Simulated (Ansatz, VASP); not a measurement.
## Ga in VASP and in Ansatz

File INCAR:

```
SYSTEM = Ga
PREC     = Accurate       ! precision mode
ENCUT    = 520            ! plane-wave cutoff, eV
EDIFF    = 1E-8           ! SCF threshold, eV
ISMEAR   = -1             ! smearing method
SIGMA    = 0.05           ! smearing width, eV
LREAL    = .FALSE.        ! projectors in reciprocal space
LASPH    = .TRUE.         ! aspherical terms in the spheres
NELM     = 100            ! most SCF steps
ALGO     = Normal         ! electronic algorithm
ISIF     = 2              ! what is computed and relaxed
LWAVE    = .FALSE.        ! write WAVECAR
LCHARG   = .FALSE.        ! write CHGCAR
GGA      = PE             ! functional
LEFG     = .TRUE.       
NBANDS   = 12             ! bands
```

KPOINTS

```
Automatic mesh
0
G
  17 17 17
  0 0 0
```

Contents of POSCAR:

```
Ga
1.0
    0.0000000000      2.1314389183      2.1314389183
    2.1314389183      0.0000000000      2.1314389183
    2.1314389183      2.1314389183      0.0000000000
Ga
1
Direct
    0.0000000000      0.0000000000      0.0000000000
```

Input for Ansatz:

```yaml
crystal:
  lattice:
    - [0.0, 2.1314389183, 2.1314389183]
    - [2.1314389183, 0.0, 2.1314389183]
    - [2.1314389183, 2.1314389183, 0.0]
  atoms:
    - { symbol: Ga, position: [0.0, 0.0, 0.0] }
kpoints:
  mp_grid: { grid: [17, 17, 17] }
scf:
  occupations: { method: fermi_dirac, width: 0.05 }
hamiltonian:
  xc: pbe
  pseudopotentials: { kind: paw }
output:
  forces: true
  stress: true
  eigenvalues: true
  efg: { contact_densities: true }
```

Change from the starting cell: volume scaled by 1.02, PAW files.

Alike in both runs: task electric field gradients; functional PBE; k mesh 17 × 17 × 17; occupations fermi-dirac, width 0.05 eV; no spin polarisation.

```csv
,VASP,Ansatz
version,VASP 6.6.1,Ansatz 0.2.0
potentials or method,"VASP PAW PBE potentials, release 64 (Ga_d)","PAW with Ansatz's default frozen-core files, scalar-relativistic"
plane-wave cutoff (eV),520,420
valence electrons in the cell,13,13
```

|  | VASP | Ansatz | Ansatz less VASP |
| --- | --- | --- | --- |
| pressure (GPa) | -0.8 | -0.9 | -0.07 |

The functional is the same, so the differences come from potentials, cutoffs and numerics.
